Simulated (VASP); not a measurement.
# Ir (Fm-3m) in VASP: notebook, part 2 of 2

VASP 6.6.1. The steps go on from the part before.

## Step 3: Single point, PBEsol (equal strain along all axes, cell held: +2.0 %)

Contents of INCAR:

```
  PREC = Accurate
  ENCUT = 520
  EDIFF = 1E-6
  ISMEAR = 0
  SIGMA = 0.1
  LREAL = F
  LASPH = T
  NELM = 60
  ALGO = Fast
  ISIF = 2
  LWAVE = F
  LCHARG = T
  GGA = PS
  LELF = T
  LVHAR = T
  NBANDS = 16
```

Contents of KPOINTS:

```
regular mesh
0
Gamma
  20 20 14
```

Contents of POSCAR:

```
Ir
1.0
    1.9533727870      1.9533727870      0.0000000000
   -1.9533727870      1.9533727870      0.0000000000
    0.0000000000      0.0000000000      3.9067455741
Ir
2
Direct
    0.0000000000      0.0000000000      0.0000000000
    0.5000000000      0.5000000000      0.5000000000
```

Potentials or basis: VASP PAW PBE potentials, release 64 (Ir).

Started as:

```sh
cat potpaw_PBE.64/Ir/POTCAR > POTCAR
mpirun -np 1 vasp_std > vasp.out
```

OUTCAR:

```text
PREC = Accurate
   ENCUT = 520
   EDIFF = 1E-6
   ISMEAR = 0
   LREAL = F
   LASPH = T
   NELM = 60
   ISIF = 2
   GGA = PS

 ion  position               nearest neighbor table
   1  0.000  0.000  0.000-   2 2.76   2 2.76   2 2.76   2 2.76   2 2.76   2 2.76   2 2.76   2 2.76

   2  0.500  0.500  0.500-   1 2.76   1 2.76   1 2.76   1 2.76   1 2.76   1 2.76   1 2.76   1 2.76

  LATTYP: Found a simple tetragonal cell.
 ALAT       =     2.7624862877
 C/A-ratio  =     1.4142135624

  Lattice vectors:

[... 646 lines left out ...]
      3       3.5044      2.00000
      4       4.9383      2.00000
      5       6.3767      2.00000
      6       6.4440      2.00000
[... 8 lines left out ...]
     15      22.5337      0.00000
     16      25.8914      0.00000

 [... further k-points ...]
[... 5 lines left out ...]
  --------------------------------------------------------------------------------------
  -------------------------------------------------------------------------------------
  Total       -3.5518822     -3.5518822     -3.5355952      0.0000000     -0.0000000      0.0000000
  in kB     -190.8770640   -190.8770640   -190.0018045      0.0000000     -0.0000000      0.0000000
  external PRESSURE =    -190.5853108 kB  Pullay stress =       0.0000000 kB

 VOLUME and BASIS-vectors are now :
 -----------------------------------------------------------------------------
  energy-cutoff  :      520.00
  volume of cell :       29.81
      direct lattice vectors                 reciprocal lattice vectors
     1.953372787  1.953372787  0.000000000     0.255967526  0.255967526  0.000000000
    -1.953372787  1.953372787  0.000000000    -0.255967526  0.255967526  0.000000000
     0.000000000  0.000000000  3.906745574     0.000000000  0.000000000  0.255967526

 POSITION                                       TOTAL-FORCE (eV/Angst)
 -----------------------------------------------------------------------------------
      0.00000      0.00000      0.00000        -0.000000      0.000000      0.000000
      0.00000      1.95337      1.95337         0.000000     -0.000000     -0.000000
 -----------------------------------------------------------------------------------
    total drift:                               -0.000000      0.000000     -0.000000

  FREE ENERGIE OF THE ION-ELECTRON SYSTEM (eV)
  ---------------------------------------------------
  free  energy   TOTEN  =       -19.5422881065 eV

  energy  without entropy=      -19.5330465108  energy(sigma->0) =      -19.53766731
```

stdout:

```text
POSCAR found type information on POSCAR Ir
 POSCAR found :  1 types and       2 ions
 scaLAPACK will be used
 -----------------------------------------------------------------------------
|                                                                             |
|                                                                             |
|     You enforced a specific xc type in the INCAR file but a different       |
|     I HOPE YOU KNOW WHAT YOU ARE DOING!                                     |
|                                                                             |
 -----------------------------------------------------------------------------

 LDA part: xc-table for (Slater+PW92), standard interpolation
 POSCAR, INCAR and KPOINTS ok, starting setup
 FFT: planning ... GRIDC
 FFT: planning ... GRID_SOFT
 FFT: planning ... GRID
 WAVECAR not read
 entering main loop
```

Run time: 3.9 min. Hardware: 1 thread of Intel Xeon Platinum 8259CL at 2.50GHz (Skylake/Cascade Lake), shared host; peak memory 0.33 GiB.

Results:

| Item | Value |
| --- | --- |
| Free energy | -19.5423 eV |
| Pressure | -19.1 GPa |
| Band gap on the k mesh | zero (band 9 reaches 10.70 eV, above the bottom of band 10 at 7.61 eV) |

Levels at points of the mesh, in eV from the Fermi level:
| k point | band 7 | band 8 | band 9 | band 10 | band 11 | band 12 |
| --- | --- | --- | --- | --- | --- | --- |
| (0.00, 0.00, 0.00) | -1.08 | -1.08 | 0.82 | 1.36 | 1.36 | 1.69 |
| (0.50, 0.00, 0.00) | -2.21 | -2.21 | -1.24 | -1.24 | 2.66 | 2.66 |
| (0.50, 0.50, 0.00) | 1.36 | 1.36 | 1.36 | 1.36 | 1.69 | 1.69 |
| (0.00, 0.00, 0.50) | -1.72 | -1.72 | -1.72 | -1.72 | -0.20 | -0.20 |
| (0.50, 0.00, 0.50) | -0.65 | -0.65 | 0.84 | 0.84 | 0.84 | 0.84 |
| (0.50, 0.50, 0.50) | -1.62 | -1.62 | 1.36 | 1.36 | 7.72 | 7.72 |

Caveat: the cell differs from its parent crystal (equal strain along all axes, cell held: +2.0 %); the PAW data sets were made with another functional, which shifts forces and pressure a little; spin-orbit coupling is left out, which moves the levels of the heavy elements.

## Step 4: Single point, PBEsol (equal strain along all axes, cell held: +3.0 %)

Contents of INCAR:

```
SYSTEM = Ir
PREC     = Accurate       ! precision mode
ENCUT    = 520            ! plane-wave cutoff, eV
EDIFF    = 1E-6           ! SCF threshold, eV
ISMEAR   = 0              ! smearing method
SIGMA    = 0.1            ! smearing width, eV
LREAL    = .False.        ! projectors in reciprocal space
LASPH    = .True.         ! aspherical terms in the spheres
NELM     = 80             ! most SCF steps
ALGO     = Fast           ! electronic algorithm
ISIF     = 2              ! what is computed and relaxed
LWAVE    = .False.        ! write WAVECAR
LCHARG   = .False.        ! write CHGCAR
GGA      = PS             ! functional
NBANDS   = 16             ! bands
```

Contents of KPOINTS:

```
Automatic mesh
0
Gamma
  20 20 14
  0 0 0
```

Contents of POSCAR:

```
Ir
1.0
    1.9725235006      1.9725235006      0.0000000000
   -1.9725235006      1.9725235006      0.0000000000
    0.0000000000      0.0000000000      3.9450470013
Ir
2
Direct
    0.0000000000      0.0000000000      0.0000000000
    0.5000000000      0.5000000000      0.5000000000
```

Started as:

```sh
cat potpaw_PBE.64/Ir/POTCAR > POTCAR
mpirun -np 1 vasp_std > vasp.out
```

Run time: 3.7 min. Hardware: 1 thread of Intel Xeon Platinum 8259CL at 2.50GHz (Skylake/Cascade Lake), shared host; peak memory 0.33 GiB.

The run converged. Its results:

| Quantity | Value |
| --- | --- |
| Free energy | -19.4147 eV |
| Pressure | -26.8 GPa |
| Band gap on the k mesh | zero (band 9 reaches 10.15 eV, above the bottom of band 10 at 7.21 eV) |

Levels at points of the mesh, in eV from the Fermi level:
```csv
k point,band 7,band 8,band 9,band 10,band 11,band 12
"(0.00, 0.00, 0.00)",-1.04,-1.03,0.77,1.28,1.28,1.70
"(0.50, 0.00, 0.00)",-2.10,-2.10,-1.18,-1.18,2.54,2.54
"(0.50, 0.50, 0.00)",1.28,1.28,1.29,1.29,1.70,1.70
"(0.00, 0.00, 0.50)",-1.64,-1.64,-1.64,-1.64,-0.19,-0.19
"(0.50, 0.00, 0.50)",-0.57,-0.57,0.79,0.79,0.79,0.79
"(0.50, 0.50, 0.50)",-1.54,-1.54,1.29,1.29,7.46,7.46
```

Caveat: the cell differs from its parent crystal (equal strain along all axes, cell held: +3.0 %); the PAW data sets were made with another functional, which shifts forces and pressure a little; spin-orbit coupling is left out, which moves the levels of the heavy elements.

## Step 5: Summary

| cell | further INCAR settings | gap on the mesh (eV) | pressure (GPa) |
| --- | --- | --- | --- |
| a = 2.735, b = 2.735, c = 3.868 Å, 2 atoms | ALGO = Fast; EDIFF = 1e-07; NBANDS = 16 | none | -9.9 |
| a = 2.762, b = 2.762, c = 3.907 Å, 2 atoms | ALGO = Fast; EDIFF = 1e-06; NBANDS = 16 | none | -19.1 |
| a = 2.790, b = 2.790, c = 3.945 Å, 2 atoms | ALGO = Fast; EDIFF = 1e-06; NBANDS = 16 | none | -26.8 |

Alike in all rows: task single point; level PBEsol; potentials or basis VASP PAW PBE potentials, release 64 (Ir); no spin polarisation; k mesh 20 × 20 × 14; cutoff (eV) 520; smearing gaussian 0.1 eV.

Caveats: the PAW data sets were made with another functional, which shifts forces and pressure a little; spin-orbit coupling is left out, which moves the levels of the heavy elements.

Total energies depend on the potentials used, so only differences within one code and one set of settings carry meaning.
